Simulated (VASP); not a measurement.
HgTe: single point with PBE

HgTe, a slab with vacuum:

```
CELL_PARAMETERS angstrom
4.70197 0.00000 0.00000
-2.35099 4.07203 0.00000
0.00000 0.00000 23.63808
ATOMIC_POSITIONS crystal
Te 0.00000 0.00000 0.31856
Te 0.33333 0.66667 0.48518
Te 0.66667 0.33333 0.65337
Hg 0.33333 0.66667 0.35213
Hg 0.66667 0.33333 0.51794
Hg 0.00000 0.00000 0.67283
```

```
Program             : VASP 6.6.1
Task                : single point
Functional          : PBE
Potentials or basis : VASP PAW PBE potentials, release 64 (Te, Hg)
Cutoff              : 520 eV
k mesh              : 9 × 9 × 1
Occupations         : gaussian, width 0.1 eV
Spin                : no spin polarisation
```

The largest force is 0.012 eV/Å and the band gap on the k mesh is zero (bands 27 and 28 overlap by 0.16 eV).

Forces on the atoms (eV/Å):
```
Te   0.000  0.000 -0.012
Te   0.000  0.000 -0.005
Te   0.000  0.000 -0.003
Hg   0.000  0.000  0.005
Hg   0.000  0.000  0.004
Hg   0.000  0.000  0.011
```

Levels at points of the mesh, in eV from the Fermi level:
```
           k point  band 23  band 24  band 25  band 26  band 27  band 28  band 29  band 30  band 31  band 32
(0.00, 0.00, 0.00)    -1.25    -0.80    -0.56    -0.56     0.16     0.16     0.20     0.66     2.73     3.97
```

It took 11 min on 1 thread of Intel Xeon 8259CL, with other jobs on the host, peak memory 0.61 GiB.

Caveat: spin-orbit coupling is left out, which moves the levels of the heavy elements.
